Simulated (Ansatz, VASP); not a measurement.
## Mn in VASP and in Ansatz

```
Mn
1.0
    -1.32817    1.51446    1.56578
     1.33708   -1.24387    1.30411
     1.38441    1.30011   -1.29520
Mn
1
Direct
  0.00000 0.00000 0.00000
```

Alike in both runs: task single point; functional PBE; k mesh 2 × 2 × 2; occupations gaussian, width 0.012 eV; collinear spin.

```csv
,VASP,Ansatz
version,VASP 6.6.1,Ansatz 0.2.0
potentials or method,"VASP PAW PBE potentials, release 64 (Mn_pv), cutoff 500 eV","scalar-relativistic, plane waves, PAW"
valence electrons in the cell,13,15
```

|  | VASP | Ansatz | Ansatz less VASP |
| --- | --- | --- | --- |
| net moment per atom (μB) | 2.50 | 2.50 | -0.001 |
| size of the moment on the site where the two differ most (μB) | 2.26 | 2.03 | -0.234 |

Site moments also hang on the region over which each program counts them. The functional is the same, so the differences come from potentials, cutoffs and numerics. VASP's potentials hold 13 valence electrons a cell and Ansatz's 15, so a difference there can come from the potentials and not from the codes.

The k mesh is coarse, so the values compare programs but aren't converged.
